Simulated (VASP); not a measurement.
# SiC (Moissanite 3C) (F-43m) in VASP: further runs, part 2 of 2

VASP 6.6.1. Earlier steps stand in the parts before.

**5. Relaxation of cell and atoms, PBE, target pressure 6 GPa, at which the enthalpy is minimised**

The input, INCAR:

```
SYSTEM = SiC
  ALGO = Normal
  EDIFF = 1E-6
  EDIFFG = -0.02
  ENCUT = 600
  GGA = PE
  IBRION = 2
  ISIF = 3
  ISMEAR = 0
  LASPH = .TRUE.
  LCHARG = .FALSE.
  LREAL = .FALSE.
  LWAVE = .FALSE.
  NELM = 100
  NSW = 80
  PREC = Accurate
  PSTRESS = 60.0
  SIGMA = 0.01
```

The input, KPOINTS:

```
k-points
0
G
  8 8 8
  0 0 0
```

The input, POSCAR:

```
SiC
1.0
    0.0000000000      2.1790000000      2.1790000000
    2.1790000000      0.0000000000      2.1790000000
    2.1790000000      2.1790000000      0.0000000000
Si C
1 1
Direct
    0.0000000000      0.0000000000      0.0000000000
    0.2500000000      0.2500000000      0.2500000000
```

Potentials or basis: VASP PAW PBE potentials, release 64 (Si, C).

Launch:

```console
$ cat potpaw_PBE.64/Si/POTCAR potpaw_PBE.64/C/POTCAR > POTCAR
$ mpirun -np 1 vasp_std > vasp.out
```

OUTCAR:

```text
SYSTEM = SiC
   EDIFF = 1E-6
   EDIFFG = -0.02
   ENCUT = 600
   GGA = PE
   IBRION = 2
   ISIF = 3
   ISMEAR = 0
   LASPH = .TRUE.
   LREAL = .FALSE.
   NELM = 100
   NSW = 80
   PREC = Accurate
   PSTRESS = 60.0

 ion  position               nearest neighbor table
   1  0.000  0.000  0.000-   2 1.89   2 1.89   2 1.89   2 1.89
   2  0.250  0.250  0.250-   1 1.89   1 1.89   1 1.89   1 1.89

  LATTYP: Found a face centered cubic cell.
 ALAT       =     4.3580000000

  Lattice vectors:

 A1 = (   0.0000000000,   2.1790000000,   2.1790000000)
 A2 = (   2.1790000000,   0.0000000000,   2.1790000000)
 A3 = (   2.1790000000,   2.1790000000,   0.0000000000)

Analysis of symmetry for initial positions (statically):
=====================================================================
 Subroutine PRICEL returns:
 Original cell was already a primitive cell.

 Routine SETGRP: Setting up the symmetry group for a
 face centered cubic supercell.

 Subroutine GETGRP returns: Found 24 space group operations
 (whereof 24 operations were pure point group operations)
 out of a pool of 48 trial point group operations.

The static configuration has the point symmetry T_d .

Analysis of symmetry for dynamics (positions and initial velocities):
=====================================================================
 Subroutine PRICEL returns:
 Original cell was already a primitive cell.

 Routine SETGRP: Setting up the symmetry group for a
 face centered cubic supercell.

 Subroutine GETGRP returns: Found 24 space group operations
 (whereof 24 operations were pure point group operations)
 out of a pool of 48 trial point group operations.

The dynamic configuration has the point symmetry T_d .

 Subroutine INISYM returns: Found 24 space group operations
 (whereof 24 operations are pure point group operations),
 and found     1 'primitive' translations

[... 127 lines left out ...]
 Gauss-broadening in eV      SIGMA  =   0.01
  energy-cutoff  :      600.00
  volume of cell :       20.69
 maximum number of plane-waves:       701
 NGX is ok and might be reduce to    28
   NGX = 13   NGY = 13   NGZ = 13

--------------------------------------- Ionic step        1  -------------------------------------------

 number of electron       8.0000000 magnetization

 Free energy of the ion-electron system (eV)
  ---------------------------------------------------
  ext. energy  EPLUGINS =         0.00000000
  ---------------------------------------------------
  free energy    TOTEN  =       -15.05806663 eV

  energy without entropy =      -15.05806663  energy(sigma->0) =      -15.05806663

------------------------ aborting loop because EDIFF is reached ----------------------------------------

  FORCE on cell =-STRESS in cart. coord.  units (eV):
  Direction    XX          YY          ZZ          XY          YZ          ZX
  --------------------------------------------------------------------------------------
  -------------------------------------------------------------------------------------
  Total        0.3987103      0.3987103      0.3987103     -0.0000000      0.0000000     -0.0000000
  in kB       30.8721100     30.8721100     30.8721100     -0.0000000      0.0000000     -0.0000000
  external PRESSURE =     -29.1278900 kB  Pullay stress =      60.0000000 kB
[... 63 lines left out ...]
--------------------------------------- Ionic step        3  -------------------------------------------

 number of electron       8.0000000 magnetization

 Free energy of the ion-electron system (eV)
  ---------------------------------------------------
  ext. energy  EPLUGINS =         0.00000000
  ---------------------------------------------------
  free energy    TOTEN  =       -15.05067201 eV

  energy without entropy =      -15.05067201  energy(sigma->0) =      -15.05067201

 E-fermi :   8.3662     XC(G=0): -11.4116

 val. band max:        8.2509110133   @ k =   0.0000   0.0000   0.0000
 cond. band min:       9.5955627912   @ k =   0.5000   0.5000   0.0000
 fundamental gap:      1.3446517780
 Fermi energy:         8.3662479612

 k-point     1 :       0.0000    0.0000    0.0000
  band No.  band energies     occupation
      1      -7.2530      2.00000
      2       8.2509      2.00000
      3       8.2509      2.00000
      4       8.2509      2.00000
      5      14.6340      0.00000
      6      15.6473      0.00000
      7      15.6473      0.00000
      8      15.6473      0.00000
[... 243 lines left out ...]
 k-point    24 :      -0.3750    0.2500    0.1250
  band No.  band energies     occupation
      1      -2.9841      2.00000
      2       0.3670      2.00000
      3       4.5233      2.00000
      4       5.9754      2.00000
      5      13.5259      0.00000
      6      15.6165      0.00000
      7      18.5061      0.00000
      8      19.3617      0.00000

 [... further k-points ...]

------------------------ aborting loop because EDIFF is reached ----------------------------------------

  FORCE on cell =-STRESS in cart. coord.  units (eV):
  Direction    XX          YY          ZZ          XY          YZ          ZX
  --------------------------------------------------------------------------------------
  -------------------------------------------------------------------------------------
  Total        0.7655121      0.7655121      0.7655121     -0.0000000      0.0000000     -0.0000000
  in kB       60.0340779     60.0340779     60.0340779     -0.0000000      0.0000000     -0.0000000
  external PRESSURE =       0.0340779 kB  Pullay stress =      60.0000000 kB
[... 21 lines left out ...]
  energy  without entropy=      -15.0506720134  energy(sigma->0) =      -15.05067201

  enthalpy is  TOTEN    =       -14.2855944037 eV   P V=        0.7650776097

 reached required accuracy - stopping structural energy minimisation
```

CONTCAR:

```text
SiC
   1.00000000000000
     0.0000000000000000    2.1697595550591031    2.1697595550591031
     2.1697595550591031    0.0000000000000000    2.1697595550591031
     2.1697595550591031    2.1697595550591031   -0.0000000000000000
  Si              C
     1     1
Direct
     0.0000000000000000    0.0000000000000000    0.0000000000000000
     0.2500000000000000    0.2500000000000000    0.2500000000000000

  0.00000000E+00  0.00000000E+00  0.00000000E+00
  0.00000000E+00  0.00000000E+00  0.00000000E+00
```

Run time: 16 s. Hardware: 1 thread of AMD EPYC 7R43 (Zen 3), shared host; peak memory 0.11 GiB.

What came out:

```
Free energy                                            : -15.0507 eV
Relaxed volume                                         : 10.21 Å³/atom
Relaxed cell                                           : a = 3.069 Å, b = 3.069 Å, c = 3.069 Å, α = 60.00°, β = 60.00°, γ = 60.00°
Space group after relaxing (to 0.05 Å)                 : F-43m (No. 216)
Energy change on relaxing (the enthalpy is what falls) : +3.7 meV/atom
Ionic steps                                            : 3
Pressure after relaxing                                : 6.0 GPa
Band gap on the k mesh                                 : 1.34 eV, indirect (least direct gap 4.55 eV)
```

Step by step:
```tsv
step	energy change (eV)	largest force (eV/Å)	pressure (GPa)	volume (Å³)
1	0.0000	0.0000	3.09	20.69
2	0.0217	0.0000	9.54	20.13
3	0.0074	0.0000	6.00	20.43
```

Final structure:
```cif
data_structure
_symmetry_space_group_name_H-M 'P 1'
_symmetry_Int_Tables_number 1
_cell_length_a 3.0685
_cell_length_b 3.0685
_cell_length_c 3.0685
_cell_angle_alpha 60.000
_cell_angle_beta 60.000
_cell_angle_gamma 60.000
_cell_volume 20.43
loop_
_atom_site_label
_atom_site_type_symbol
_atom_site_fract_x
_atom_site_fract_y
_atom_site_fract_z
_atom_site_occupancy
Si1 Si 0.00000 0.00000 0.00000 1
C1 C 0.25000 0.25000 0.25000 1
```

Levels at points of the mesh, in eV from the valence-band top:
| k point | band 2 | band 3 | band 4 | band 5 | band 6 | band 7 |
| --- | --- | --- | --- | --- | --- | --- |
| (0.00, 0.00, 0.00) | 0.00 | 0.00 | 0.00 | 6.38 | 7.40 | 7.40 |
| (0.50, 0.00, 0.00) | -8.60 | -1.05 | -1.05 | 5.55 | 7.28 | 7.28 |
| (0.50, 0.50, 0.00) | -7.84 | -3.21 | -3.21 | 1.34 | 4.37 | 14.18 |

Caveat: the cell is relaxed towards a set pressure, so the enthalpy falls and the energy may rise. A k mesh can miss the band edges.

**6. Relaxation of cell and atoms, PBE, target pressure 8 GPa, at which the enthalpy is minimised**

The input, INCAR:

```
ALGO = Normal
EDIFF = 1E-7
EDIFFG = -0.02
ENCUT = 600
GGA = PE
IBRION = 2
ISIF = 3
ISMEAR = 0
LASPH = True
LCHARG = False
LREAL = False
LWAVE = False
NELM = 100
NSW = 80
PREC = Accurate
PSTRESS = 80.0
SIGMA = 0.01
```

The input, KPOINTS:

```
k-points
0
Gamma
  8 8 8
```

POSCAR is that of step 5.

Potentials or basis: VASP PAW PBE potentials, release 64 (Si, C).

Launch:

```console
$ cat potpaw_PBE.64/Si/POTCAR potpaw_PBE.64/C/POTCAR > POTCAR
$ mpirun -np 1 vasp_std > vasp.out
```

Wall time 21 s (1 thread of AMD EPYC 7R43 (Zen 3), shared host); peak memory 0.12 GiB.

Results (log left out):

```yaml
Free_energy: -15.0433 eV
Relaxed_volume: 10.13 Å³/atom
Relaxed_cell: a = 3.060 Å, b = 3.060 Å, c = 3.060 Å, α = 60.00°, β = 60.00°, γ = 60.00°
Space_group_after_relaxing_to_0.05_Å: F-43m (No. 216)
Energy_change_on_relaxing_the_enthalpy_is_what_falls: +7.4 meV/atom
Ionic_steps: 3
Pressure_after_relaxing: 8.0 GPa
Band_gap_on_the_k_mesh: 1.34 eV, indirect (least direct gap 4.56 eV)
```

The path:
```tsv
step	energy change (eV)	largest force (eV/Å)	pressure (GPa)	volume (Å³)
1	0.0000	0.0000	3.08	20.69
2	0.0500	0.0000	14.43	19.75
3	0.0147	0.0000	7.98	20.26
```

Final structure:
```
Si C
1.0
     0.00000    2.16378    2.16378
     2.16378    0.00000    2.16378
     2.16378    2.16378    0.00000
Si C
1 1
Direct
  0.00000 0.00000 0.00000
  0.25000 0.25000 0.25000
```

Levels at points of the mesh, in eV from the valence-band top:
| k point | band 2 | band 3 | band 4 | band 5 | band 6 | band 7 |
| --- | --- | --- | --- | --- | --- | --- |
| (0.00, 0.00, 0.00) | 0.00 | 0.00 | 0.00 | 6.48 | 7.46 | 7.46 |
| (0.50, 0.00, 0.00) | -8.65 | -1.06 | -1.06 | 5.63 | 7.31 | 7.31 |
| (0.50, 0.50, 0.00) | -7.86 | -3.23 | -3.23 | 1.34 | 4.40 | 14.28 |

Caveat: the cell is relaxed towards a set pressure, so the enthalpy falls and the energy may rise.

**7. Summary**

| cell | gap on the mesh (eV) | pressure (GPa) |
| --- | --- | --- |
| relaxed | 1.37 | 0.0 |
| relaxed to 2 GPa | 1.36 | 2.0 |
| relaxed to 4 GPa | 1.35 | 4.0 |
| relaxed to 6 GPa | 1.34 | 6.0 |
| relaxed to 8 GPa | 1.34 | 8.0 |

Alike in all rows: task relaxation of cell and atoms; level PBE; potentials or basis VASP PAW PBE potentials, release 64 (Si, C); no spin polarisation; k mesh 8 × 8 × 8; cutoff (eV) 600; smearing gaussian 0.01 eV.

Caveats: the cell is relaxed towards a set pressure, so the enthalpy falls and the energy may rise (some runs).

Total energies depend on the potentials used, so only differences within one code and one set of settings carry meaning.
